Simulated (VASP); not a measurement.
# Ga (P1) in VASP: single point with r2SCAN

Aim: the single point of Ga with r2SCAN.

All numbers are computed with VASP 6.6.1; they aren't measurements. Logs are shortened: lines on timing, memory, paths and dates and some standing lists are left out, and cuts for length are marked.

### Step 1. The cell of the first run

The typed cell holds 4 atoms: a = 8.515 Å, b = 4.257 Å, c = 3.332 Å, α = 90.66°, β = 90.66°, γ = 142.09°.

### Step 2. Single point, r2SCAN

POSCAR

```
Ga
1.0
    2.7660000000     -8.0530000000      0.0000000000
    1.3830000000      4.0265000000      0.0000000000
   -0.1174474948      0.0000000000      3.3299294416
Ga
4
Direct
    0.4392074451      0.1535503677      0.2475229624
    0.9286976013      0.1208885591      0.2570462873
    0.0675828647      0.8605212491      0.7354528205
    0.5617396948      0.8681362876      0.7534982479
```

INCAR.step1

```
ALGO = Normal
EDIFF = 1E-5
ENCUT = 440
GGA = PE
GGA_COMPAT = False
ISMEAR = -1
LASPH = True
LCHARG = False
LREAL = False
LWAVE = True
NBANDS = 34
NELM = 120
PREC = Accurate
SIGMA = 0.08
```

INCAR.step2

```
ALGO = Normal
EDIFF = 1E-6
ENCUT = 440
GGA_COMPAT = False
ISIF = 2
ISMEAR = -1
ISTART = 1
LASPH = True
LCHARG = False
LMIXTAU = True
LREAL = False
LWAVE = False
METAGGA = R2SCAN
NBANDS = 34
NELM = 120
PREC = Accurate
SIGMA = 0.08
```

KPOINTS

```
k-points
0
Gamma
  4 7 6
```

Potentials or basis: VASP PAW PBE potentials, release 64 (Ga_d).

Command:

```
cat potpaw_PBE.64/Ga_d/POTCAR > POTCAR
cp INCAR.step1 INCAR
mpirun -np 1 vasp_std > vasp.out
cp INCAR.step2 INCAR
mpirun -np 1 vasp_std > vasp.out
```

OUTCAR:

```text
EDIFF = 1E-6
   ENCUT = 440
   ISIF = 2
   ISMEAR = -1
   ISTART = 1
   LASPH = True
   LREAL = False
   METAGGA = R2SCAN
   NELM = 120
   PREC = Accurate

 ion  position               nearest neighbor table
   1  0.439  0.154  0.248-   2 2.69   4 2.70   4 2.72   4 2.83   2 2.84   3 2.84   3 2.85   4 2.86

   2  0.929  0.121  0.257-   3 2.69   1 2.69   3 2.78   3 2.80   1 2.84   4 2.88   4 2.92
   3  0.068  0.861  0.735-   2 2.69   4 2.76   4 2.78   2 2.78   2 2.80   1 2.84   1 2.85
   4  0.562  0.868  0.753-   1 2.70   1 2.72   3 2.76   3 2.78   1 2.83   1 2.86   2 2.88   2 2.92

  LATTYP: Found a triclinic cell.
 ALAT       =     5.5320000000
 B/A-ratio  =     0.7695937349
 C/A-ratio  =     0.6023138106
 COS(alpha) =     0.0114503101
 COS(beta)  =     0.0352483478
 COS(gamma) =     0.3248467194

  Lattice vectors:

 A1 = (  -5.5320000000,   0.0000000000,   0.0000000000)
 A2 = (  -1.3830000000,  -4.0265000000,   0.0000000000)
 A3 = (  -0.1174474948,   0.0000000000,   3.3299294416)

Analysis of symmetry for initial positions (statically):
=====================================================================
 Subroutine PRICEL returns:
 Original cell was already a primitive cell.

 Routine SETGRP: Setting up the symmetry group for a
 triclinic supercell.

 Subroutine GETGRP returns: Found  1 space group operations
 (whereof  1 operations were pure point group operations)
 out of a pool of  2 trial point group operations.

The static configuration has the point symmetry C_1 .

Analysis of symmetry for dynamics (positions and initial velocities):
=====================================================================
 Subroutine PRICEL returns:
 Original cell was already a primitive cell.

 Routine SETGRP: Setting up the symmetry group for a
 triclinic supercell.

 Subroutine GETGRP returns: Found  1 space group operations
 (whereof  1 operations were pure point group operations)
 out of a pool of  2 trial point group operations.

The dynamic configuration has the point symmetry C_1 .

 Subroutine INISYM returns: Found  1 space group operations
 (whereof  1 operations are pure point group operations),
 and found     1 'primitive' translations

----------------------------------------------------------------------------------------

                                     Primitive cell

  volume of cell :      74.1728

  direct lattice vectors                    reciprocal lattice vectors
     2.766000000 -8.053000000  0.000000000     0.180766450 -0.062088663  0.006375681
     1.383000000  4.026500000  0.000000000     0.361532899  0.124177325  0.012751361
    -0.117447495  0.000000000  3.329929442     0.000000000  0.000000000  0.300306663

  length of vectors
     8.514785082  4.257392541  3.332000000     0.191238492  0.382476983  0.300306663

  position of ions in fractional coordinates (direct lattice)
     0.439207445  0.153550368  0.247522962
     0.928697601  0.120888559  0.257046287
     0.067582865  0.860521249  0.735452821
     0.561739695  0.868136288  0.753498248

  ion indices of the primitive-cell ions
   primitive index   ion index
                 1           1
                 2           2
                 3           3
                 4           4

----------------------------------------------------------------------------------------

 KPOINTS: k-points

Automatic generation of k-mesh.
 Grid dimensions read from file:
 generate k-points for:    4    7    6

 Generating k-lattice:

  Cartesian coordinates                     Fractional coordinates (reciprocal lattice)
     0.045191612 -0.015522166  0.001593920     0.250000000  0.000000000 -0.000000000
     0.051647557  0.017739618  0.001821623     0.000000000  0.142857143  0.000000000
     0.000000000  0.000000000  0.050051111     0.000000000  0.000000000  0.166666667

  Length of vectors
     0.047809623  0.054639569  0.050051111

  Shift w.r.t. Gamma in fractional coordinates (k-lattice)
     0.000000000  0.000000000  0.000000000

 Subroutine IBZKPT returns following result:
 ===========================================

 Found     86 irreducible k-points:

 Following reciprocal coordinates:
            Coordinates               Weight
  0.000000  0.000000  0.000000      1.000000
  0.250000 -0.000000  0.000000      2.000000
  0.500000 -0.000000  0.000000      1.000000
  0.000000  0.142857  0.000000      2.000000
  0.250000  0.142857  0.000000      2.000000
  0.500000  0.142857  0.000000      2.000000
[... 16 lines left out ...]
 -0.250000  0.142857  0.166667      2.000000
 -0.000000  0.285714  0.166667      2.000000
 [... further k-points ...]
   k-points           NKPTS =     86   k-points in BZ     NKDIM =     86   number of bands    NBANDS=     34
   number of dos      NEDOS =    301   number of ions     NIONS =      4
   total plane-waves  NPLWV =  43200
   dimension x,y,z NGX =    60 NGY =   30 NGZ =   24
   dimension x,y,z NGXF=   120 NGYF=   60 NGZF=   48
   ions per type =               4
   NGX,Y,Z   is equivalent  to a cutoff of  11.71, 11.71, 11.97 a.u.
   NGXF,Y,Z  is equivalent  to a cutoff of  23.43, 23.43, 23.95 a.u.
 SYSTEM =  unknown system
   PREC   = accura    normal or accurate (medium, high low for compatibility)
   ISTART =      1    job   : 0-new  1-cont  2-samecut
   ICHARG =      0    charge: 1-file 2-atom 10-const
   ISPIN  =      1    spin polarized calculation?
   LNONCOLLINEAR =      F non collinear calculations
   LSORBIT =      F    spin-orbit coupling
   LASPH  =      T    aspherical Exc in radial PAW
   ENCUT  =  440.0 eV  32.34 Ry    5.69 a.u.  14.56  7.28  5.70*2*pi/ulx,y,z
   NELM   =    120;   NELMIN=  2; NELMDL=  0     # of ELM steps
   EDIFF  = 0.1E-05   stopping-criterion for ELM
   LREAL  =      F    real-space projection
   EDIFFG = 0.1E-04   stopping-criterion for IOM
   NSW    =      0    number of steps for IOM
   IBRION =     -1    ionic relax: 0-MD 1-quasi-New 2-CG
   NFREE  =      0    steps in history (QN), initial steepest desc. (CG)
   ISIF   =      2    stress and relaxation
   ISYM   =      2    0-nonsym 1-usesym 2-fastsym
   POTIM  = 0.5000    time-step for ionic-motion
   TEBEG  =    0.0;   TEEND  =   0.0 temperature during run
   PSTRESS=    0.0 pullay stress
   NELECT =      52.0000    total number of electrons
   NUPDOWN=      -1.0000    fix difference up-down
   EMIN   =  10.00;   EMAX   =-10.00  energy-range for DOS
   EFERMI =   0.00;   METHOD = LEGACY
   ISMEAR =    -1;   SIGMA  =   0.08  broadening in eV -4-tet -1-fermi 0-gaus
   EFERMI_NEDOS =   21; number of points for ismear=-14 and -15
   IALGO  =     38    algorithm
   IMIX   =      4    mixing-type and parameters
     AMIX     =   0.40;   BMIX     =  1.00
     AMIX_MAG =   1.60;   BMIX_MAG =  1.00
  volume/ion in A,a.u.               =      18.54       125.14
  Fermi-wavevector in a.u.,A,eV,Ry     =   1.454323  2.748273 28.777089  2.115056
  Thomas-Fermi vector in A             =   2.571487
   LORBIT       =      0    0 simple, 1 ext, 2 COOP (PROOUT), +10 PAW based schemes
   METAGGA = R2SCAN    functional components
   LHFCALC =     F    Hartree Fock is set to
   AEXX    =    0.0000 exact exchange contribution
   IVDW    =     0    specifies the selected vdW correction
   LEPSILON=     F    determine dielectric tensor
   LRPA    =     F    only Hartree local field effects (RPA)
 non-spin polarized calculation
  energy-cutoff  :      440.00
  volume of cell :       74.17
 maximum number of plane-waves:      1569
 NGX is ok and might be reduce to    60
   NGX = 29   NGY = 15   NGZ = 11

 number of electron      51.9999986 magnetization

 Free energy of the ion-electron system (eV)
  ---------------------------------------------------
  ext. energy  EPLUGINS =         0.00000000
  ---------------------------------------------------
  free energy    TOTEN  =       -45.45349495 eV

  energy without entropy =      -45.42963252  energy(sigma->0) =      -45.44156374

 E-fermi :   5.5507     XC(G=0): -12.1466

 val. band max:        5.5114045720   @ k =   0.5000  -0.0000   0.1667
 cond. band min:       5.5660142237   @ k =   0.0000   0.1429   0.3333
 fundamental gap:      0.0546096518
 Fermi energy:         5.5506599564

 k-point     1 :       0.0000    0.0000    0.0000
  band No.  band energies     occupation
      1     -10.1513      2.00000
      2     -10.1465      2.00000
      3     -10.0974      2.00000
      4     -10.0823      2.00000
      5     -10.0720      2.00000
      6     -10.0684      2.00000
[... 26 lines left out ...]
     33      15.3888      0.00000
     34      15.6663      0.00000

 k-point     2 :       0.2500   -0.0000    0.0000
  band No.  band energies     occupation
      1     -10.1353      2.00000
      2     -10.1220      2.00000
      3     -10.0837      2.00000
      4     -10.0646      2.00000
      5     -10.0506      2.00000
      6     -10.0252      2.00000
[... 26 lines left out ...]
     33      13.5506      0.00000
     34      14.5711      0.00000

 k-point     3 :       0.5000   -0.0000    0.0000
  band No.  band energies     occupation
      1     -10.1183      2.00000
      2     -10.0932      2.00000
      3     -10.0802      2.00000
      4     -10.0616      2.00000
      5     -10.0092      2.00000
      6      -9.9787      2.00000
[... 26 lines left out ...]
     33      12.7801      0.00000
     34      12.8345      0.00000
[... 704 lines left out ...]
 k-point    23 :      -0.2500    0.1429    0.1667
  band No.  band energies     occupation
      1     -10.1649      2.00000
      2     -10.1175      2.00000
      3     -10.1097      2.00000
      4     -10.0753      2.00000
      5     -10.0474      2.00000
      6     -10.0168      2.00000
[... 26 lines left out ...]
     33      14.1087      0.00000
     34      14.9080      0.00000

 k-point    24 :      -0.0000    0.2857    0.1667
  band No.  band energies     occupation
      1     -10.1023      2.00000
      2     -10.0645      2.00000
      3     -10.0360      2.00000
      4     -10.0161      2.00000
      5      -9.9987      2.00000
      6      -9.9719      2.00000
[... 26 lines left out ...]
     33      13.6742      0.00000
     34      14.5933      0.00000

 [... further k-points ...]

------------------------ aborting loop because EDIFF is reached ----------------------------------------

  FORCE on cell =-STRESS in cart. coord.  units (eV):
  Direction    XX          YY          ZZ          XY          YZ          ZX
  --------------------------------------------------------------------------------------
  -------------------------------------------------------------------------------------
  Total       -0.8062760     -0.5613083     -0.5633560      0.0976959      0.2085525      0.0063950
  in kB      -17.4160408    -12.1245920    -12.1688244      2.1102891      4.5048570      0.1381354
  external PRESSURE =     -13.9031524 kB  Pullay stress =       0.0000000 kB

 VOLUME and BASIS-vectors are now :
 -----------------------------------------------------------------------------
  energy-cutoff  :      440.00
  volume of cell :       74.17
      direct lattice vectors                 reciprocal lattice vectors
     2.766000000 -8.053000000  0.000000000     0.180766450 -0.062088663  0.006375681
     1.383000000  4.026500000  0.000000000     0.361532899  0.124177325  0.012751361
    -0.117447495  0.000000000  3.329929442     0.000000000  0.000000000  0.300306663

 POSITION                                       TOTAL-FORCE (eV/Angst)
 -----------------------------------------------------------------------------------
      1.39814     -2.91867      0.82423        -0.170422      0.015124     -0.023244
      2.70578     -6.99204      0.85595         0.193561      0.051742     -0.085101
      1.29066      2.92064      2.44901        -0.056273     -0.017733      0.099102
      2.66591     -1.02814      2.50910         0.033135     -0.049133      0.009243
 -----------------------------------------------------------------------------------
    total drift:                               -0.000452     -0.003947      0.006653

  FREE ENERGIE OF THE ION-ELECTRON SYSTEM (eV)
  ---------------------------------------------------
  free  energy   TOTEN  =       -45.4534949543 eV

  energy  without entropy=      -45.4296325164  energy(sigma->0) =      -45.44156374
```

Wall time 18 min (1 thread of Oxide Virtual Turin-like, shared host); peak memory 0.24 GiB.

Results:

```yaml
Free_energy: -45.4535 eV
Pressure: -1.4 GPa
Largest_force: 0.218 eV/Å
Band_gap_on_the_k_mesh: zero (bands 26 and 27 overlap by 5.13 eV)
```

Forces on the atoms (eV/Å):
```
Ga  -0.170  0.015 -0.023
Ga   0.194  0.052 -0.085
Ga  -0.056 -0.018  0.099
Ga   0.033 -0.049  0.009
```

Levels at points of the mesh, in eV from the Fermi level:
| k point | band 23 | band 24 | band 25 | band 26 | band 27 | band 28 | band 29 | band 30 |
| --- | --- | --- | --- | --- | --- | --- | --- | --- |
| (0.00, 0.00, 0.00) | -5.32 | -2.28 | -1.59 | -1.51 | 0.25 | 1.66 | 5.81 | 6.13 |
| (0.50, 0.00, 0.00) | -2.97 | -2.93 | 1.23 | 1.50 | 2.04 | 2.07 | 3.11 | 3.29 |
| (0.00, 0.00, 0.50) | -2.99 | -2.97 | -1.73 | -1.61 | 1.56 | 1.73 | 1.86 | 2.48 |
| (0.50, 0.00, 0.50) | -6.60 | -6.48 | 0.83 | 0.98 | 1.12 | 1.27 | 4.44 | 4.60 |

Caveat: the PAW data sets were made with another functional, which shifts forces and pressure a little.

The gap in the log of VASP goes by the Fermi energy; the results here count the filled bands.